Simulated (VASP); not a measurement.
MgO (dsol):

```
CELL_PARAMETERS angstrom
0.00000 2.12450 2.12450
2.12450 0.00000 2.12450
2.12450 2.12450 0.00000
ATOMIC_POSITIONS crystal
Mg 0.00000 0.00000 0.00000
O 0.50000 0.50000 0.50000
```

```yaml
Program: VASP 6.6.1
Task: relaxation of cell and atoms
Functional: PBEsol
Potentials_or_basis: VASP PAW PBE potentials, release 64 (Mg, O)
Cutoff: 600 eV
k_mesh: 8 × 8 × 8
Occupations: gaussian, width 0.02 eV
Spin: no spin polarisation
```

At the start: pressure -4.4 GPa; volume 9.59 Å³/atom.

How do energy, volume and symmetry change on relaxing?

Over 3 steps the energy falls by 3.9 meV/atom and the volume is 9.31 Å³/atom (-2.9 %); space group Fm-3m (No. 225, to 0.05 Å).

Step by step:
```
step  energy change (eV)  largest force (eV/Å)  pressure (GPa)  volume (Å³)
   1              0.0000                0.0000           -4.43        19.18
   2             -0.0071                0.0000            1.52        18.45
   3             -0.0079                0.0000            0.01        18.62
```

Final structure:
```
CELL_PARAMETERS angstrom
0.00000 2.10381 2.10381
2.10381 0.00000 2.10381
2.10381 2.10381 0.00000
ATOMIC_POSITIONS crystal
Mg 0.00000 0.00000 0.00000
O 0.50000 0.50000 0.50000
```

Caveat: the PAW data sets were made with another functional, which shifts forces and pressure a little.
